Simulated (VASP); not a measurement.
Wanted: the native input for a VASP 6.6.1 run.

```yaml
Task: relaxation of cell and atoms
Functional: LDA
Potentials_or_basis: VASP PAW LDA potentials, release 64 (Hg, Te)
Cutoff: 600 eV
k_mesh: 12 × 12 × 12
Occupations: fermi-dirac, width 0.15 eV
Spin: no spin polarisation
Target_pressure: 1 GPa
Dipole_correction: no
Further_INCAR_settings: ALGO = Normal; EDIFF = 1e-06; IBRION = 2; EDIFFG = -0.001; NSW = 80; ISIF = 3
```

The structure of HgTe lies in POSCAR:

```
HgTe
1.0
    0.0000000000      3.2177784199      3.2177784199
    3.2177784199      0.0000000000      3.2177784199
    3.2177784199      3.2177784199      0.0000000000
Hg Te
1 1
Direct
    0.0000000000      0.0000000000      0.0000000000
    0.7500000000      0.7500000000      0.7500000000
```

These files were run (other wordings do the same):

INCAR

```
PREC = Accurate
ENCUT = 600
EDIFF = 1E-6
ISMEAR = -1
SIGMA = 0.15
LREAL = F
LASPH = T
NELM = 80
ALGO = Normal
ISIF = 3
LWAVE = F
LCHARG = F
IBRION = 2
NSW = 80
EDIFFG = -0.001
PSTRESS = 10.0
```

KPOINTS

```
regular mesh
0
Gamma
  12 12 12
```

Potentials or basis: VASP PAW LDA potentials, release 64 (Hg, Te).

Run with:

```sh
$ cat potpaw_LDA.64/Hg/POTCAR potpaw_LDA.64/Te/POTCAR > POTCAR
$ mpirun -np 1 vasp_std > vasp.out
```

Results of the run:

The relaxed volume is 32.86 Å³/atom, the relaxed cell is a = 4.530 Å, b = 4.530 Å, c = 4.530 Å, α = 60.00°, β = 60.00°, γ = 60.00° and the space group after relaxing (to 0.1 Å) is F-43m (No. 216). The energy change on relaxing (the run minimises the enthalpy) is +1.8 meV/atom, the ionic steps are 13 and the pressure after relaxing is 1.0 GPa. The band gap on the k mesh is zero (filled and empty bands touch).

Caveat: the cell is relaxed towards a set pressure, so the run minimises the enthalpy, not the energy; semilocal functionals underestimate gaps, so a narrow gap can read as zero; spin-orbit coupling is left out, which moves the levels of the heavy elements.

Run time: 5 min on 1 thread of AMD EPYC 9R14 (Zen 4) (shared host), peak memory 0.2 GiB.
